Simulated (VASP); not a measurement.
Crystal: CaSe.

```xyz
2
Lattice="0.0000 2.8957 2.8957 2.8957 0.0000 2.8957 2.8957 2.8957 0.0000" Properties=species:S:1:pos:R:3 pbc="T T T"
Se    2.8957    2.8957    2.8957
Ca    0.0000    0.0000    0.0000
```

Base run:

* Program: VASP 6.6.1
* Functional: r2SCAN
* Potentials or basis: VASP PAW PBE potentials, release 64 (Se, Ca_sv)
* Cutoff: 520 eV
* k mesh: 8 × 8 × 8
* Occupations: fermi-dirac, width 0.05 eV
* Spin: no spin polarisation

Its results: band gap on the k mesh 2.33 eV, indirect (least direct gap 3.34 eV); pressure 4.8 GPa.

**Question.** The run is repeated on the same cell with these changes: functional from r2SCAN to LDA; potentials or basis from VASP PAW PBE potentials, release 64 (Se, Ca_sv) to VASP PAW LDA potentials, release 64 (Se, Ca_sv). What comes out?

**Answer.** Band gap on the k mesh 1.70 eV, indirect (least direct gap 2.70 eV); pressure 0.3 GPa.

Caveats: the PAW data sets were made with another functional, which shifts forces and pressure a little (some runs).

A k mesh can miss the band edges.
